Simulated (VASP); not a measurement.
Set up this calculation in VASP 6.6.1, as the native input.

```
Task                   : single point
Functional             : r2SCAN
Potentials or basis    : VASP PAW PBE potentials, release 64 (S, Ba_sv, Te)
Cutoff                 : 520 eV
k mesh                 : 6 × 6 × 4
Occupations            : gaussian, width 0.01 eV
Spin                   : no spin polarisation
Dipole correction      : no
Further INCAR settings : ALGO = Normal; EDIFF = 1e-06; NBANDS = 24
```

Crystal: Ba2TeS.

```xyz
4
Lattice="4.7563 0.0000 0.0000 0.0000 4.7563 0.0000 0.0000 0.0000 6.7840" Properties=species:S:1:pos:R:3 pbc="T T T"
S     0.0000    0.0000    0.0000
Ba    0.0000    0.0000    3.3920
Ba    2.3781    2.3781    0.0000
Te    2.3781    2.3781    3.3920
```

This cell differs from its parent crystal: biaxial xy strain -0.8%.

These files were run (other wordings do the same):

POSCAR

```
Ba2TeS
1.0
    4.7562519867      0.0000000000      0.0000000000
    0.0000000000      4.7562519867      0.0000000000
    0.0000000000      0.0000000000      6.7839702396
S Ba Te
1 2 1
Direct
    0.0000000000      0.0000000000      0.0000000000
    0.0000000000      0.0000000000      0.5000000000
    0.5000000000      0.5000000000      0.0000000000
    0.5000000000      0.5000000000      0.5000000000
```

INCAR.step1

```
  ALGO = Normal
  EDIFF = 1E-4
  ENCUT = 520
  GGA = PE
  ISMEAR = 0
  LASPH = T
  LCHARG = F
  LREAL = F
  LWAVE = T
  NBANDS = 24
  NELM = 80
  PREC = Accurate
  SIGMA = 0.01
```

INCAR.step2

```
  ALGO = Normal
  EDIFF = 1E-6
  ENCUT = 520
  ISIF = 2
  ISMEAR = 0
  ISTART = 1
  LASPH = T
  LCHARG = T
  LELF = T
  LMIXTAU = T
  LREAL = F
  LVHAR = T
  LWAVE = F
  METAGGA = R2SCAN
  NBANDS = 24
  NELM = 80
  PREC = Accurate
  SIGMA = 0.01
```

KPOINTS

```
k-points
0
Gamma
  6 6 4
```

Potentials or basis: VASP PAW PBE potentials, release 64 (S, Ba_sv, Te).

Launch:

```bash
$ cat potpaw_PBE.64/S/POTCAR potpaw_PBE.64/Ba_sv/POTCAR potpaw_PBE.64/Te/POTCAR > POTCAR
$ cp INCAR.step1 INCAR
$ mpirun -np 1 vasp_std > vasp.out
$ cp INCAR.step2 INCAR
$ mpirun -np 1 vasp_std > vasp.out
```

It gave:

* Pressure: 1.0 GPa
* Band gap on the k mesh: 2.02 eV

Caveat: the cell differs from its parent crystal (biaxial xy strain -0.8%); the PAW data sets were made with another functional, which shifts forces and pressure a little; spin-orbit coupling is left out, which moves the levels of the heavy elements.

Run time: 12 min on 1 thread of AMD EPYC 7R43 64-Core Processor (Zen 3) (shared host), peak memory 0.29 GiB.
